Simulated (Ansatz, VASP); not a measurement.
## Two plane-wave programs on KBr

Contents of POSCAR:

```
KBr
1.0
    0.0000000000      3.3022478201      3.3022478201
    3.3022478201      0.0000000000      3.3022478201
    3.3022478201      3.3022478201      0.0000000000
K Br
1 1
Direct
    0.0000000000      0.0000000000      0.0000000000
    0.5000000000      0.5000000000      0.5000000000
```

File INCAR.step1:

```
SYSTEM = KBr
PREC     = Accurate       ! precision mode
ENCUT    = 520            ! plane-wave cutoff, eV
EDIFF    = 1E-5           ! SCF threshold, eV
ISMEAR   = 0              ! smearing method
SIGMA    = 0.01           ! smearing width, eV
LREAL    = .FALSE.        ! projectors in reciprocal space
LASPH    = .TRUE.         ! aspherical terms in the spheres
NELM     = 80             ! most SCF steps
ALGO     = Normal         ! electronic algorithm
ISIF     = 2              ! what is computed and relaxed
LWAVE    = .TRUE.         ! write WAVECAR
LCHARG   = .FALSE.        ! write CHGCAR
NBANDS   = 15             ! bands
GGA      = PE             ! functional
```

Contents of INCAR.step2:

```
SYSTEM = KBr
PREC     = Accurate       ! precision mode
ENCUT    = 520            ! plane-wave cutoff, eV
EDIFF    = 1E-6           ! SCF threshold, eV
ISMEAR   = 0              ! smearing method
SIGMA    = 0.01           ! smearing width, eV
LREAL    = .FALSE.        ! projectors in reciprocal space
LASPH    = .TRUE.         ! aspherical terms in the spheres
NELM     = 80             ! most SCF steps
ALGO     = Normal         ! electronic algorithm
ISIF     = 2              ! what is computed and relaxed
LWAVE    = .FALSE.        ! write WAVECAR
LCHARG   = .FALSE.        ! write CHGCAR
GGA      = PE             ! functional
LHFCALC  = .TRUE.         ! exact exchange
AEXX     = 0.15           ! exact-exchange fraction
PRECFOCK = Normal       
NBANDS   = 15             ! bands
ISTART   = 1
```

File KPOINTS:

```
Automatic mesh
0
G
  4 4 4
  0 0 0
```

Input for Ansatz:

```yaml
crystal:
  lattice:
    - [0.0, 3.3022478201, 3.3022478201]
    - [3.3022478201, 0.0, 3.3022478201]
    - [3.3022478201, 3.3022478201, 0.0]
  atoms:
    - { symbol: K, position: [0.0, 0.0, 0.0] }
    - { symbol: Br, position: [0.5, 0.5, 0.5] }
kpoints:
  mp_grid: { grid: [4, 4, 4] }
hamiltonian:
  xc: { exchange: pbe, correlation: pbe, exx: { coeff: 0.15 } }
scf:
  occupations: { method: fixed }
  n_extra_bands: 4
output:
  forces: true
  stress: true
  eigenvalues: true
```

Alike in both runs: task single point; functional PBE-based global hybrid; k mesh 4 × 4 × 4; no spin polarisation.

```csv
,VASP,Ansatz
version,VASP 6.6.1,Ansatz 0.2.0
potentials or method,"VASP PAW PBE potentials, release 64 (K_sv, Br)",plane waves
plane-wave cutoff (eV),520,420
occupations,"gaussian, width 0.01 eV",fixed
valence electrons in the cell,16,16
```

|  | VASP | Ansatz | Ansatz less VASP |
| --- | --- | --- | --- |
| gap on the k mesh at the Fermi level (eV) | 5.56 | 5.55 | -0.008 |
| pressure (GPa) | 0.5 | 0.5 | -0.01 |

VASP's potentials were made for PBE, not for PBE-based global hybrid. Ansatz's warnings: stress exchange threshold loose, stress scf threshold loose.
